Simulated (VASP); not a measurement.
# Se (R-3m) in VASP: notebook

Se is run at these levels: PBEsol; tasks: single point.

All numbers are computed with VASP 6.6.1; they aren't measurements. Logs are shortened: lines on timing, memory, paths and dates and some standing lists are left out, and cuts for length are marked.

## Step 1: The cell of the first run

Symmetry: R-3m, No. 166, trigonal system. Conventional cell: a = 7.509 Å, b = 7.509 Å, c = 18.029 Å, α = 90.00°, β = 90.00°, γ = 120.00°. Within 3.3 Å of Se (site symmetry m) lie 4 Se at 2.52 to 3.08 Å. Within 3.4 Å of Se (site symmetry m) lie 5 Se at 2.54 to 3.08 Å.

## Step 2: Single point, PBEsol

INCAR reads:

```
  PREC = Accurate
  ENCUT = 520
  EDIFF = 1E-7
  ISMEAR = 0
  SIGMA = 0.1
  LREAL = False
  LASPH = True
  NELM = 100
  ALGO = Normal
  ISIF = 2
  LWAVE = False
  LCHARG = False
  GGA = PS
  NBANDS = 48
```

KPOINTS reads:

```
Automatic mesh
0
Gamma
  3 3 3
```

POSCAR reads:

```
Se
1.0
    3.7543877993      2.1675968066      6.0097202854
   -3.7543877993      2.1675968066      6.0097202854
    0.0000000000     -4.3351936131      6.0097202854
Se
12
Direct
    0.0745921513      0.5605144793      0.0745921513
    0.0745921513      0.0745921513      0.5605144793
    0.5605144793      0.0745921513      0.0745921513
    0.9254078487      0.4394855207      0.9254078487
    0.4394855207      0.9254078487      0.9254078487
    0.9254078487      0.9254078487      0.4394855207
    0.2803444120      0.6561043295      0.2803444120
    0.2803444120      0.2803444120      0.6561043295
    0.6561043295      0.2803444120      0.2803444120
    0.7196555880      0.3438956705      0.7196555880
    0.3438956705      0.7196555880      0.7196555880
    0.7196555880      0.7196555880      0.3438956705
```

Potentials or basis: VASP PAW PBE potentials, release 64 (Se).

Launch:

```
$ cat potpaw_PBE.64/Se/POTCAR > POTCAR
$ mpirun -np 1 vasp_std > vasp.out
```

OUTCAR:

```text
PREC = Accurate
   ENCUT = 520
   EDIFF = 1E-7
   ISMEAR = 0
   LREAL = False
   LASPH = True
   NELM = 100
   ISIF = 2
   GGA = PS

 ion  position               nearest neighbor table
   1  0.075  0.561  0.075-   4 2.52  12 2.54  11 2.54
   2  0.075  0.075  0.561-   6 2.52  10 2.54  11 2.54
   3  0.561  0.075  0.075-   5 2.52  12 2.54  10 2.54
   4  0.925  0.439  0.925-   1 2.52   8 2.54   9 2.54
   5  0.439  0.925  0.925-   3 2.52   8 2.54   7 2.54
   6  0.925  0.925  0.439-   2 2.52   7 2.54   9 2.54
   7  0.280  0.656  0.280-   6 2.54   5 2.54
   8  0.280  0.280  0.656-   4 2.54   5 2.54
   9  0.656  0.280  0.280-   6 2.54   4 2.54
  10  0.720  0.344  0.720-   2 2.54   3 2.54
  11  0.344  0.720  0.720-   2 2.54   1 2.54
  12  0.720  0.720  0.344-   1 2.54   3 2.54

  LATTYP: Found a trigonal (rhomboedric) cell.
 ALAT       =     7.4101714941
 COS(alpha) =     0.4866048786

  Lattice vectors:

 A1 = (   3.7543877993,   2.1675968066,   6.0097202854)
 A2 = (  -3.7543877993,   2.1675968066,   6.0097202854)
 A3 = (   0.0000000000,  -4.3351936131,   6.0097202854)

Analysis of symmetry for initial positions (statically):
=====================================================================
 Subroutine PRICEL returns:
 Original cell was already a primitive cell.

 Routine SETGRP: Setting up the symmetry group for a
 trigonal (rhombohedral) supercell.

 Subroutine GETGRP returns: Found 12 space group operations
 (whereof 12 operations were pure point group operations)
 out of a pool of 12 trial point group operations.

The static configuration has the point symmetry D_3d.

Analysis of symmetry for dynamics (positions and initial velocities):
=====================================================================
 Subroutine PRICEL returns:
 Original cell was already a primitive cell.

 Routine SETGRP: Setting up the symmetry group for a
 trigonal (rhombohedral) supercell.

 Subroutine GETGRP returns: Found 12 space group operations
 (whereof 12 operations were pure point group operations)
 out of a pool of 12 trial point group operations.

The dynamic configuration has the point symmetry D_3d.

 Subroutine INISYM returns: Found 12 space group operations
[... 104 lines left out ...]
   ISIF   =      2    stress and relaxation
   ISYM   =      2    0-nonsym 1-usesym 2-fastsym
   POTIM  = 0.5000    time-step for ionic-motion
   TEBEG  =    0.0;   TEEND  =   0.0 temperature during run
   PSTRESS=    0.0 pullay stress
   NELECT =      72.0000    total number of electrons
   NUPDOWN=      -1.0000    fix difference up-down
   EMIN   =  10.00;   EMAX   =-10.00  energy-range for DOS
   EFERMI =   0.00;   METHOD = LEGACY
   ISMEAR =     0;   SIGMA  =   0.10  broadening in eV -4-tet -1-fermi 0-gaus
   EFERMI_NEDOS =   21; number of points for ismear=-14 and -15
   IALGO  =     38    algorithm
   IMIX   =      4    mixing-type and parameters
     AMIX     =   0.40;   BMIX     =  1.00
     AMIX_MAG =   1.60;   BMIX_MAG =  1.00
  volume/ion in A,a.u.               =      24.45       165.02
  Fermi-wavevector in a.u.,A,eV,Ry     =   1.024892  1.936764 14.291599  1.050403
  Thomas-Fermi vector in A             =   2.158703
   LORBIT       =      0    0 simple, 1 ext, 2 COOP (PROOUT), +10 PAW based schemes
   GGA     = PS    functional components
   LHFCALC =     F    Hartree Fock is set to
   AEXX    =    0.0000 exact exchange contribution
   IVDW    =     0    specifies the selected vdW correction
   LEPSILON=     F    determine dielectric tensor
   LRPA    =     F    only Hartree local field effects (RPA)
 non-spin polarized calculation
 Gauss-broadening in eV      SIGMA  =   0.10
  energy-cutoff  :      520.00
  volume of cell :      293.44
 maximum number of plane-waves:      7908
   NGX = 27   NGY = 27   NGZ = 27

 number of electron      71.9999995 magnetization

 Free energy of the ion-electron system (eV)
  ---------------------------------------------------
  ext. energy  EPLUGINS =         0.00000000
  ---------------------------------------------------
  free energy    TOTEN  =       -43.54113794 eV

  energy without entropy =      -43.51605188  energy(sigma->0) =      -43.52859491

 E-fermi :   3.8640     XC(G=0):  -9.5955

 val. band max:        3.6833534788   @ k =   0.3333   0.3333   0.0000
 cond. band min:       3.9071729578   @ k =  -0.3333   0.3333   0.0000
 fundamental gap:      0.2238194790
 Fermi energy:         3.8639525720

 k-point     1 :       0.0000    0.0000    0.0000
  band No.  band energies     occupation
      1     -12.4376      2.00000
      2     -10.9626      2.00000
      3     -10.7860      2.00000
      4     -10.7860      2.00000
      5     -10.1633      2.00000
      6     -10.1633      2.00000
[... 295 lines left out ...]
     47       6.9043      0.00000
     48       7.3639      0.00000

------------------------ aborting loop because EDIFF is reached ----------------------------------------

  FORCE on cell =-STRESS in cart. coord.  units (eV):
  Direction    XX          YY          ZZ          XY          YZ          ZX
  --------------------------------------------------------------------------------------
  -------------------------------------------------------------------------------------
  Total        0.8928684      0.8928684      0.3189836     -0.0000000      0.0000000      0.0000000
  in kB        4.8750031      4.8750031      1.7416294     -0.0000000      0.0000000      0.0000000
  external PRESSURE =       3.8305452 kB  Pullay stress =       0.0000000 kB

 VOLUME and BASIS-vectors are now :
 -----------------------------------------------------------------------------
  energy-cutoff  :      520.00
  volume of cell :      293.44
      direct lattice vectors                 reciprocal lattice vectors
     3.754387799  2.167596807  6.009720285     0.133177505  0.076890068  0.055465698
    -3.754387799  2.167596807  6.009720285    -0.133177505  0.076890068  0.055465698
     0.000000000 -4.335193613  6.009720285     0.000000000 -0.153780137  0.055465698

 POSITION                                       TOTAL-FORCE (eV/Angst)
 -----------------------------------------------------------------------------------
     -1.82434      1.05328      4.26509         0.036228     -0.020916     -0.015696
      0.00000     -2.10657      4.26509         0.000000      0.041832     -0.015696
      1.82434      1.05328      4.26509        -0.036228     -0.020916     -0.015696
      1.82434     -1.05328     13.76407        -0.036228      0.020916      0.015696
     -1.82434     -1.05328     13.76407         0.036228      0.020916      0.015696
      0.00000      2.10657     13.76407         0.000000     -0.041832      0.015696
     -1.41075      0.81450      7.31259         0.021073     -0.012167     -0.011846
      0.00000     -1.62899      7.31259         0.000000      0.024333     -0.011846
      1.41075      0.81450      7.31259        -0.021073     -0.012167     -0.011846
      1.41075     -0.81450     10.71657        -0.021073      0.012167      0.011846
     -1.41075     -0.81450     10.71657         0.021073      0.012167      0.011846
      0.00000      1.62899     10.71657         0.000000     -0.024333      0.011846
 -----------------------------------------------------------------------------------
    total drift:                                0.000000     -0.000000      0.000000

  FREE ENERGIE OF THE ION-ELECTRON SYSTEM (eV)
  ---------------------------------------------------
  free  energy   TOTEN  =       -43.5411379399 eV

  energy  without entropy=      -43.5160518842  energy(sigma->0) =      -43.52859491
```

Wall time 89 s (1 thread of Intel Xeon Platinum 8488C (Sapphire Rapids), shared host); peak memory 0.42 GiB.

Results:

```
Free energy            : -43.5411 eV
Pressure               : 0.4 GPa
Largest force          : 0.045 eV/Å
Band gap on the k mesh : zero (band 36 reaches 4.08 eV, above the bottom of band 37 at 2.90 eV)
```

Forces in eV/Å, atoms in the order of the input:
```
Se   0.036 -0.021 -0.016
Se   0.000  0.042 -0.016
Se  -0.036 -0.021 -0.016
Se  -0.036  0.021  0.016
Se   0.036  0.021  0.016
Se   0.000 -0.042  0.016
Se   0.021 -0.012 -0.012
Se   0.000  0.024 -0.012
Se  -0.021 -0.012 -0.012
Se  -0.021  0.012  0.012
Se   0.021  0.012  0.012
Se   0.000 -0.024  0.012
```

Stress tensor (GPa, compression positive):
```
0.49 0.00 0.00
0.00 0.49 0.00
0.00 0.00 0.17
```

Caveat: the PAW data sets were made with another functional, which shifts forces and pressure a little.

## Step 3: Single point, PBEsol

This run uses another cell than the first one, of 28.07 Å³/atom, 1.148 times its volume.

INCAR reads:

```
ALGO = Normal
EDIFF = 1E-6
ENCUT = 520
GGA = PS
ISIF = 2
ISMEAR = 0
LASPH = T
LCHARG = F
LREAL = F
LWAVE = F
NBANDS = 48
NELM = 100
PREC = Accurate
SIGMA = 0.1
```

KPOINTS reads:

```
k-points
0
Gamma
  3 3 3
```

POSCAR reads:

```
Se
1.0
    3.8490754953      2.2222647734      6.5642216712
   -3.8490754953      2.2222647734      6.5642216712
    0.0000000000     -4.4445295466      6.5642216712
Se
12
Direct
    0.0101900000      0.6536100000      0.0101900000
    0.0101900000      0.0101900000      0.6536100000
    0.6536100000      0.0101900000      0.0101900000
    0.9898100000      0.3463900000      0.9898100000
    0.3463900000      0.9898100000      0.9898100000
    0.9898100000      0.9898100000      0.3463900000
    0.2211800000      0.6306000000      0.2211800000
    0.2211800000      0.2211800000      0.6306000000
    0.6306000000      0.2211800000      0.2211800000
    0.7788200000      0.3694000000      0.7788200000
    0.3694000000      0.7788200000      0.7788200000
    0.7788200000      0.7788200000      0.3694000000
```

Potentials or basis: VASP PAW PBE potentials, release 64 (Se).

Launch:

```
$ cat potpaw_PBE.64/Se/POTCAR > POTCAR
$ mpirun -np 1 vasp_std > vasp.out
```

Run time: 2 min. Hardware: 1 thread of Intel Xeon Platinum 8488C (Sapphire Rapids), shared host; peak memory 0.48 GiB.

The run converged. Its results:

| Item | Value |
| --- | --- |
| Free energy | -37.5392 eV |
| Pressure | 0.8 GPa |
| Largest force | 2.009 eV/Å |
| Band gap on the k mesh | zero (band 36 reaches 2.73 eV, above the bottom of band 37 at 2.34 eV) |

Forces in eV/Å, atoms in the order of the input:
```
Se   1.187 -0.685 -1.469
Se   0.000  1.370 -1.469
Se  -1.187 -0.685 -1.469
Se  -1.187  0.685  1.469
Se   1.187  0.685  1.469
Se   0.000 -1.370  1.469
Se   0.987 -0.570  0.105
Se   0.000  1.139  0.105
Se  -0.987 -0.570  0.105
Se  -0.987  0.570 -0.105
Se   0.987  0.570 -0.105
Se   0.000 -1.139 -0.105
```

Stress tensor (GPa, compression positive):
```
0.46 0.00 0.00
0.00 0.46 0.00
0.00 0.00 1.40
```

Levels at points of the mesh, in eV from the Fermi level:
```csv
k point,band 34,band 35,band 36,band 37,band 38,band 39
"(0.00, 0.00, 0.00)",-0.42,-0.42,-0.27,-0.22,0.09,0.09
```

Caveat: the PAW data sets were made with another functional, which shifts forces and pressure a little.

## Step 4: Single point, PBEsol

This run uses another cell than the first one, of 24.33 Å³/atom, 0.995 times its volume.

INCAR reads:

```
ALGO = Normal
EDIFF = 1E-6
ENCUT = 520
GGA = PS
ISIF = 2
ISMEAR = 0
LASPH = True
LCHARG = True
LELF = True
LREAL = False
LVHAR = True
LWAVE = False
NBANDS = 48
NELM = 100
PREC = Accurate
SIGMA = 0.1
```

KPOINTS reads:

```
k-points
0
Gamma
  6 6 6
```

POSCAR reads:

```
Se
1.0
    3.7534138917      2.1670345207      5.9834870126
   -3.7534138917      2.1670345207      5.9834870126
    0.0000000000     -4.3340690414      5.9834870127
Se
12
Direct
    0.0744992245      0.5619189326      0.0744992245
    0.0744992245      0.0744992245      0.5619189326
    0.5619189326      0.0744992245      0.0744992245
    0.9255007755      0.4380810674      0.9255007755
    0.4380810674      0.9255007755      0.9255007755
    0.9255007755      0.9255007755      0.4380810674
    0.2849368266      0.6540267711      0.2849368266
    0.2849368266      0.2849368266      0.6540267711
    0.6540267711      0.2849368266      0.2849368266
    0.7150631734      0.3459732289      0.7150631734
    0.3459732289      0.7150631734      0.7150631734
    0.7150631734      0.7150631734      0.3459732289
```

Launch:

```
$ cat potpaw_PBE.64/Se/POTCAR > POTCAR
$ mpirun -np 1 vasp_std > vasp.out
```

Wall time 7 min (1 thread of Intel Xeon Platinum 8488C (Sapphire Rapids), shared host); peak memory 0.6 GiB.

Results (log left out):

```yaml
Free_energy: -43.8954 eV
Pressure: 0.1 GPa
Largest_force: 0.015 eV/Å
Band_gap_on_the_k_mesh: zero (band 36 reaches 4.32 eV, above the bottom of band 37 at 2.70 eV)
```

Forces on the atoms (eV/Å):
```
Se   0.008 -0.004  0.010
Se   0.000  0.009  0.010
Se  -0.008 -0.004  0.010
Se  -0.008  0.004 -0.010
Se   0.008  0.004 -0.010
Se   0.000 -0.009 -0.010
Se   0.013 -0.007 -0.005
Se   0.000  0.015 -0.005
Se  -0.013 -0.007 -0.005
Se  -0.013  0.007  0.005
Se   0.013  0.007  0.005
Se   0.000 -0.015  0.005
```

Levels at points of the mesh, in eV from the Fermi level:
| k point | band 34 | band 35 | band 36 | band 37 | band 38 | band 39 |
| --- | --- | --- | --- | --- | --- | --- |
| (0.00, 0.00, 0.00) | -1.09 | -0.88 | -0.78 | -0.78 | 0.03 | 0.03 |
| (0.50, 0.00, 0.00) | -0.87 | -0.45 | 0.64 | 0.79 | 1.07 | 1.16 |
| (0.50, 0.50, 0.00) | -0.99 | -0.82 | 0.60 | 0.84 | 0.87 | 1.34 |
| (0.50, 0.50, 0.50) | -1.36 | -1.18 | -0.10 | -0.10 | 0.17 | 0.17 |

Caveat: the PAW data sets were made with another functional, which shifts forces and pressure a little.

## Step 5: Summary

```csv
cell,k mesh,gap on the mesh (eV),pressure (GPa),largest force (eV/Å)
"a = 7.410 Å, angles 60.9°, 12 atoms",3 × 3 × 3,none,0.4,0.04
"a = 7.927 Å, angles 58.1°, 12 atoms",3 × 3 × 3,none,0.8,2.01
"a = 7.388 Å, angles 61.1°, 12 atoms",6 × 6 × 6,none,0.1,0.02
```

Alike in all rows: task single point; level PBEsol; potentials or basis VASP PAW PBE potentials, release 64 (Se); no spin polarisation; cutoff (eV) 520; smearing gaussian 0.1 eV.

Caveats: the PAW data sets were made with another functional, which shifts forces and pressure a little.

Absolute energies hang on the potentials; compare differences alone.
